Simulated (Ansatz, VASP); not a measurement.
# Two plane-wave programs on Al2Pt

```
CELL_PARAMETERS angstrom
0.00000 3.00929 3.00929
3.00929 0.00000 3.00929
3.00929 3.00929 0.00000
ATOMIC_POSITIONS crystal
Al 0.25000 0.25000 0.25000
Al 0.75000 0.75000 0.75000
Pt 0.00000 0.00000 0.00000
```

Alike in both runs: functional r2SCAN; k mesh 10 × 10 × 10; occupations fermi-dirac, width 0.1 eV; no spin polarisation.

Ansatz relaxed the structure, and its values are those at the end. VASP's run is a single point on that final structure, the one shown.

|  | VASP | Ansatz |
| --- | --- | --- |
| version | VASP 6.6.1 | Ansatz 0.2.0 |
| potentials or method | VASP PAW PBE potentials, release 64 (Al, Pt), cutoff 520 eV | PAW plane waves |
| valence electrons in the cell | 16 | 24 |

```tsv
	VASP	Ansatz	Ansatz less VASP
pressure (GPa)	-7.4	-7.2	+0.20
```

VASP's potentials were made for PBE, not for r2SCAN. VASP's potentials hold 16 valence electrons a cell and Ansatz's 24, so a difference there can come from the potentials and not from the codes. Ansatz's warnings: stress scf threshold loose.

Neither program's run includes spin-orbit coupling.
